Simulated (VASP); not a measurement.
Wanted: the native input for a VASP 6.6.1 run.

- Task: single point
- Functional: PBEsol
- Potentials or basis: VASP PAW PBE potentials, release 64 (Al, N)
- Cutoff: 520 eV
- k mesh: 9 × 9 × 6
- Occupations: gaussian, width 0.05 eV
- Spin: no spin polarisation
- Dipole correction: no
- Further INCAR settings: ALGO = Normal; EDIFF = 1e-06; NBANDS = 16

The structure of AlN lies in POSCAR:

```
AlN
1.0
    3.2746964843      0.0000000000      0.0000000000
   -1.6373482422      2.8359703450      0.0000000000
    0.0000000000      0.0000000000      4.3088456340
Al N
2 2
Direct
    0.3333333333      0.6666666667      0.7500000000
    0.6666666667      0.3333333333      0.2500000000
    0.3333333333      0.6666666667      0.2500000000
    0.6666666667      0.3333333333      0.7500000000
```

This cell differs from its parent crystal: volume 10.004 Å^3 an atom, c/a of the conventional cell 1.3158.

These files were run (other wordings do the same):

INCAR

```
ALGO = Normal ; EDIFF = 1E-6
ENCUT = 520 ; GGA = PS
ISIF = 2 ; ISMEAR = 0
LASPH = T ; LCHARG = F
LREAL = F ; LWAVE = F
NBANDS = 16 ; NELM = 100
PREC = Accurate ; SIGMA = 0.05
```

KPOINTS

```
k-points
0
Gamma
  9 9 6
```

Potentials or basis: VASP PAW PBE potentials, release 64 (Al, N).

Command:

```console
$ cat potpaw_PBE.64/Al/POTCAR potpaw_PBE.64/N/POTCAR > POTCAR
$ mpirun -np 1 vasp_std > vasp.out
```

Results of the run:

```
Pressure               : -3.0 GPa
Band gap on the k mesh : 3.05 eV, direct
```

Caveat: the PAW data sets were made with another functional, which shifts forces and pressure a little.

It took 17 s on 1 thread of Intel Xeon 6975P-C, on a shared host, peak memory 0.16 GiB.
